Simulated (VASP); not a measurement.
# LiF (Fm-3m) in VASP: further runs

LiF is run at these levels: LDA; tasks: electric field gradients.

Program: VASP 6.6.1. These are calculated values, not measurements. Logs are shortened: lines on timing, memory, paths and dates and some standing lists are left out, and cuts for length are marked.

### 1 The cell of the first run

It takes space group Fm-3m (No. 225, cubic). Conventional cell: a = 4.001 Å, b = 4.001 Å, c = 4.001 Å, α = 90.00°, β = 90.00°, γ = 90.00°. Li (site symmetry m-3m) has 6 F at 2.00 Å within 2.7 Å. Within 2.7 Å of F (site symmetry m-3m) lie 6 Li at 2.00 Å.

### 2 Electric field gradients, LDA (volume scaled by 0.98)

File INCAR:

```
PREC = Accurate ; ENCUT = 520
EDIFF = 1E-8 ; ISMEAR = -1
SIGMA = 0.03 ; LREAL = F
LASPH = T ; NELM = 100
ALGO = Normal ; ISIF = 2
LWAVE = F ; LCHARG = F
GGA = CA ; LEFG = T
NBANDS = 12
```

File KPOINTS:

```
Automatic mesh
0
Gamma
  10 10 10
```

File POSCAR:

```
LiF
1.0
    0.0000000000      2.0004828142      2.0004828142
    2.0004828142      0.0000000000      2.0004828142
    2.0004828142      2.0004828142      0.0000000000
Li F
1 1
Direct
    0.0000000000      0.0000000000      0.0000000000
    0.5000000000      0.5000000000      0.5000000000
```

Potentials or basis: VASP PAW LDA potentials, release 64 (Li_sv, F).

The run is started by

```
$ cat potpaw_LDA.64/Li_sv/POTCAR potpaw_LDA.64/F/POTCAR > POTCAR
$ mpirun -np 1 vasp_std > vasp.out
```

OUTCAR:

```text
PREC = Accurate
   ENCUT = 520
   EDIFF = 1E-8
   ISMEAR = -1
   LREAL = F
   LASPH = T
   NELM = 100
   ISIF = 2
   GGA = CA

 ion  position               nearest neighbor table
   1  0.000  0.000  0.000-   2 2.00   2 2.00   2 2.00   2 2.00   2 2.00   2 2.00
   2  0.500  0.500  0.500-   1 2.00   1 2.00   1 2.00   1 2.00   1 2.00   1 2.00

  LATTYP: Found a face centered cubic cell.
 ALAT       =     4.0009656284

  Lattice vectors:

 A1 = (   0.0000000000,   2.0004828142,   2.0004828142)
 A2 = (   2.0004828142,   0.0000000000,   2.0004828142)
 A3 = (   2.0004828142,   2.0004828142,   0.0000000000)

Analysis of symmetry for initial positions (statically):
=====================================================================
 Subroutine PRICEL returns:
 Original cell was already a primitive cell.

 Routine SETGRP: Setting up the symmetry group for a
 face centered cubic supercell.

 Subroutine GETGRP returns: Found 48 space group operations
 (whereof 48 operations were pure point group operations)
 out of a pool of 48 trial point group operations.

The static configuration has the point symmetry O_h .

Analysis of symmetry for dynamics (positions and initial velocities):
=====================================================================
 Subroutine PRICEL returns:
 Original cell was already a primitive cell.

 Routine SETGRP: Setting up the symmetry group for a
 face centered cubic supercell.

 Subroutine GETGRP returns: Found 48 space group operations
 (whereof 48 operations were pure point group operations)
 out of a pool of 48 trial point group operations.

The dynamic configuration has the point symmetry O_h .

 Subroutine INISYM returns: Found 48 space group operations
 (whereof 48 operations are pure point group operations),
 and found     1 'primitive' translations

----------------------------------------------------------------------------------------

                                     Primitive cell

  volume of cell :      16.0116

  direct lattice vectors                    reciprocal lattice vectors
     0.000000000  2.000482814  2.000482814    -0.249939663  0.249939663  0.249939663
     2.000482814  0.000000000  2.000482814     0.249939663 -0.249939663  0.249939663
     2.000482814  2.000482814  0.000000000     0.249939663  0.249939663 -0.249939663

  length of vectors
     2.829109927  2.829109927  2.829109927     0.432908195  0.432908195  0.432908195

[... 129 lines left out ...]

 E-fermi :  -0.4293     XC(G=0): -10.7711

 val. band max:       -1.1723449810   @ k =   0.0000   0.0000   0.0000
 cond. band min:       7.8496950065   @ k =   0.0000   0.0000   0.0000
 fundamental gap:      9.0220399875
 Fermi energy:        -0.4293446100

 k-point     1 :       0.0000    0.0000    0.0000
  band No.  band energies     occupation
      1     -40.8840      2.00000
      2     -20.7962      2.00000
      3      -1.1723      2.00000
      4      -1.1723      2.00000
      5      -1.1723      2.00000
      6       7.8497      0.00000
      7      22.5449      0.00000
      8      22.5449      0.00000
      9      22.5449      0.00000
     10      22.9307      0.00000
     11      22.9307      0.00000
     12      22.9307      0.00000
[... 331 lines left out ...]
 k-point    24 :       0.4000    0.3000    0.0000
  band No.  band energies     occupation
      1     -40.8071      2.00000
      2     -20.2228      2.00000
      3      -3.6301      2.00000
      4      -2.1017      2.00000
      5      -1.9822      2.00000
      6      11.7578      0.00000
      7      15.2963      0.00000
      8      17.1880      0.00000
      9      18.7308      0.00000
     10      19.8118      0.00000
     11      32.8977      0.00000
     12      33.7062      0.00000

 [... further k-points ...]
[... 5 lines left out ...]
  --------------------------------------------------------------------------------------
  -------------------------------------------------------------------------------------
  Total       -0.5472593     -0.5472593     -0.5472593      0.0000000      0.0000000      0.0000000
  in kB      -54.7607320    -54.7607320    -54.7607320      0.0000000      0.0000000      0.0000000
  external PRESSURE =     -54.7607320 kB  Pullay stress =       0.0000000 kB

 VOLUME and BASIS-vectors are now :
 -----------------------------------------------------------------------------
  energy-cutoff  :      520.00
  volume of cell :       16.01
      direct lattice vectors                 reciprocal lattice vectors
     0.000000000  2.000482814  2.000482814    -0.249939663  0.249939663  0.249939663
     2.000482814  0.000000000  2.000482814     0.249939663 -0.249939663  0.249939663
     2.000482814  2.000482814  0.000000000     0.249939663  0.249939663 -0.249939663

 POSITION                                       TOTAL-FORCE (eV/Angst)
 -----------------------------------------------------------------------------------
      0.00000      0.00000      0.00000        -0.000000     -0.000000      0.000000
      2.00048      2.00048      2.00048         0.000000      0.000000     -0.000000
 -----------------------------------------------------------------------------------
    total drift:                               -0.000000     -0.000000      0.000000

  FREE ENERGIE OF THE ION-ELECTRON SYSTEM (eV)
  ---------------------------------------------------
  free  energy   TOTEN  =       -10.4833281619 eV

  energy  without entropy=      -10.4833281619  energy(sigma->0) =      -10.48332816

 Electric field gradients (V/A^2)
---------------------------------------------------------------------
 ion       V_xx      V_yy      V_zz      V_xy      V_xz      V_yz
---------------------------------------------------------------------
   1       0.000     0.000    -0.000    -0.000    -0.000    -0.000
   2      -0.000    -0.000     0.000     0.001     0.001     0.001
---------------------------------------------------------------------

 Electric field gradients after diagonalization (V/A^2)
 (convention: |V_zz| > |V_xx| > |V_yy|)
----------------------------------------------------------------------
 ion       V_xx      V_yy      V_zz     asymmetry (V_yy - V_xx)/ V_zz
----------------------------------------------------------------------
   1       0.000     0.000    -0.001       0.000
   2      -0.001    -0.001     0.002       0.000
----------------------------------------------------------------------

           NMR quadrupolar parameters

 Cq : quadrupolar parameter    Cq=e*Q*V_zz/h
 eta: asymmetry parameters     (V_yy - V_xx)/ V_zz
 Q  : nuclear electric quadrupole moment in mb (millibarn)
----------------------------------------------------------------------
 ion       Cq(MHz)       eta       Q (mb)
----------------------------------------------------------------------
   1      -0.000       0.000       1.000
   2       0.000       0.000       1.000
----------------------------------------------------------------------
```

stdout:

```text
POSCAR found type information on POSCAR LiF
 POSCAR found :  2 types and       2 ions
 scaLAPACK will be used
 LDA part: xc-table for (Slater(with rela. corr.)+CA(PZ))
 , standard interpolation
 POSCAR, INCAR and KPOINTS ok, starting setup
 FFT: planning ... GRIDC
 FFT: planning ... GRID_SOFT
 FFT: planning ... GRID
 WAVECAR not read
 entering main loop
ion   1

ion   2
```

It took 11 s on 1 thread of Intel Xeon 8259CL, shared host; peak memory 0.12 GiB.

Results:

```
Free energy            : -10.4833 eV
Band gap on the k mesh : 9.02 eV, direct
```

Levels at points of the mesh, in eV from the valence-band top:
```
           k point  band 2  band 3  band 4  band 5  band 6  band 7  band 8  band 9
(0.00, 0.00, 0.00)  -19.62    0.00    0.00    0.00    9.02   23.72   23.72   23.72
(0.50, 0.00, 0.00)  -19.16   -2.64   -0.24   -0.24   10.47   16.61   18.57   18.57
(0.50, 0.50, 0.00)  -18.86   -3.21   -1.06   -1.06   14.60   16.12   17.38   19.99
```

Caveat: the cutoff is under 1.25 times the usual one of these potentials, so pressure, stress and relaxed cells hold a basis-set (Pulay) error; without QUAD_EFG the Cq values of the log hold for a quadrupole moment of 1 mb, not for the nuclei.

### 3 Electric field gradients, LDA (volume scaled by 1.01)

File INCAR:

```
  PREC = Accurate
  ENCUT = 520
  EDIFF = 1E-8
  ISMEAR = -1
  SIGMA = 0.03
  LREAL = F
  LASPH = T
  NELM = 80
  ALGO = Normal
  ISIF = 2
  LWAVE = F
  LCHARG = F
  GGA = CA
  LEFG = T
  NBANDS = 12
```

KPOINTS is that of step 2.

File POSCAR:

```
LiF
1.0
    0.0000000000      2.0206910790      2.0206910790
    2.0206910790      0.0000000000      2.0206910790
    2.0206910790      2.0206910790      0.0000000000
Li F
1 1
Direct
    0.0000000000      0.0000000000      0.0000000000
    0.5000000000      0.5000000000      0.5000000000
```

Potentials or basis: VASP PAW LDA potentials, release 64 (Li_sv, F).

The run is started by

```
$ cat potpaw_LDA.64/Li_sv/POTCAR potpaw_LDA.64/F/POTCAR > POTCAR
$ mpirun -np 1 vasp_std > vasp.out
```

OUTCAR:

```text
PREC = Accurate
   ENCUT = 520
   EDIFF = 1E-8
   ISMEAR = -1
   LREAL = F
   LASPH = T
   NELM = 80
   ISIF = 2
   GGA = CA

 ion  position               nearest neighbor table
   1  0.000  0.000  0.000-   2 2.02   2 2.02   2 2.02   2 2.02   2 2.02   2 2.02
   2  0.500  0.500  0.500-   1 2.02   1 2.02   1 2.02   1 2.02   1 2.02   1 2.02

  LATTYP: Found a face centered cubic cell.
 ALAT       =     4.0413821580

  Lattice vectors:

 A1 = (   0.0000000000,   2.0206910790,   2.0206910790)
 A2 = (   2.0206910790,   0.0000000000,   2.0206910790)
 A3 = (   2.0206910790,   2.0206910790,   0.0000000000)

Analysis of symmetry for initial positions (statically):
=====================================================================
 Subroutine PRICEL returns:
 Original cell was already a primitive cell.

 Routine SETGRP: Setting up the symmetry group for a
 face centered cubic supercell.

 Subroutine GETGRP returns: Found 48 space group operations
[... 549 lines left out ...]
  volume of cell :       16.50
      direct lattice vectors                 reciprocal lattice vectors
     0.000000000  2.020691079  2.020691079    -0.247440099  0.247440099  0.247440099
     2.020691079  0.000000000  2.020691079     0.247440099 -0.247440099  0.247440099
     2.020691079  2.020691079  0.000000000     0.247440099  0.247440099 -0.247440099

 POSITION                                       TOTAL-FORCE (eV/Angst)
 -----------------------------------------------------------------------------------
      0.00000      0.00000      0.00000        -0.000000     -0.000000     -0.000000
      2.02069      2.02069      2.02069         0.000000      0.000000      0.000000
 -----------------------------------------------------------------------------------
    total drift:                               -0.000000     -0.000000      0.000000

  FREE ENERGIE OF THE ION-ELECTRON SYSTEM (eV)
  ---------------------------------------------------
  free  energy   TOTEN  =       -10.4651426767 eV

  energy  without entropy=      -10.4651426767  energy(sigma->0) =      -10.46514268

 Electric field gradients (V/A^2)
---------------------------------------------------------------------
 ion       V_xx      V_yy      V_zz      V_xy      V_xz      V_yz
---------------------------------------------------------------------
   1       0.000     0.000    -0.000    -0.001    -0.001    -0.001
   2       0.000    -0.000    -0.000    -0.000    -0.000    -0.000
---------------------------------------------------------------------

 Electric field gradients after diagonalization (V/A^2)
 (convention: |V_zz| > |V_xx| > |V_yy|)
----------------------------------------------------------------------
 ion       V_xx      V_yy      V_zz     asymmetry (V_yy - V_xx)/ V_zz
----------------------------------------------------------------------
   1       0.001     0.001    -0.003       0.000
   2       0.000     0.000    -0.000       0.000
----------------------------------------------------------------------

           NMR quadrupolar parameters

 Cq : quadrupolar parameter    Cq=e*Q*V_zz/h
 eta: asymmetry parameters     (V_yy - V_xx)/ V_zz
 Q  : nuclear electric quadrupole moment in mb (millibarn)
----------------------------------------------------------------------
 ion       Cq(MHz)       eta       Q (mb)
----------------------------------------------------------------------
   1      -0.000       0.000       1.000
   2      -0.000       0.000       1.000
----------------------------------------------------------------------
```

OSZICAR:

```text
N       E                     dE             d eps       ncg     rms          rms(c)
DAV:   1     0.318461355768E+02    0.31846E+02   -0.53767E+03  1176   0.838E+02
DAV:   2    -0.982850232168E+01   -0.41675E+02   -0.40832E+02  1368   0.186E+02
DAV:   3    -0.109477728598E+02   -0.11193E+01   -0.11164E+01  1476   0.276E+01
DAV:   4    -0.109592072382E+02   -0.11434E-01   -0.11434E-01  1280   0.305E+00
DAV:   5    -0.109593161476E+02   -0.10891E-03   -0.10891E-03  1488   0.242E-01    0.423E+00
DAV:   6    -0.104824168382E+02    0.47690E+00   -0.23090E+00  1228   0.917E+00    0.137E+00
DAV:   7    -0.104709012181E+02    0.11516E-01   -0.15356E-02  1560   0.107E+00    0.795E-01
DAV:   8    -0.104651545471E+02    0.57467E-02   -0.94897E-03  1592   0.102E+00    0.982E-02
DAV:   9    -0.104651269306E+02    0.27616E-04   -0.64511E-04  1280   0.230E-01    0.369E-02
DAV:  10    -0.104651431354E+02   -0.16205E-04   -0.30701E-05  1304   0.394E-02    0.655E-03
DAV:  11    -0.104651426886E+02    0.44681E-06   -0.14125E-06  1444   0.123E-02    0.131E-03
DAV:  12    -0.104651426849E+02    0.37846E-08   -0.28412E-07  1644   0.406E-03    0.693E-04
DAV:  13    -0.104651426767E+02    0.81368E-08   -0.19855E-08  1064   0.117E-03
   1 F= -.10465143E+02 E0= -.10465143E+02  d E =-.299510E-11
```

Wall time 9.9 s (1 thread of Intel Xeon 8259CL, shared host); peak memory 0.12 GiB.

What came out:

| Item | Value |
| --- | --- |
| Free energy | -10.4651 eV |
| Band gap on the k mesh | 8.74 eV, direct |

Levels at points of the mesh, in eV from the valence-band top:
```csv
k point,band 3,band 4,band 5,band 6,band 7,band 8
"(0.00, 0.00, 0.00)",0.00,0.00,0.00,8.74,23.33,23.33
"(0.50, 0.00, 0.00)",-2.55,-0.23,-0.23,10.32,16.26,18.34
"(0.50, 0.50, 0.00)",-3.07,-1.02,-1.02,14.32,15.98,17.01
```

Caveat: the cutoff is under 1.25 times the usual one of these potentials, so pressure, stress and relaxed cells hold a basis-set (Pulay) error; without QUAD_EFG the Cq values of the log hold for a quadrupole moment of 1 mb, not for the nuclei. A k mesh can miss the band edges.
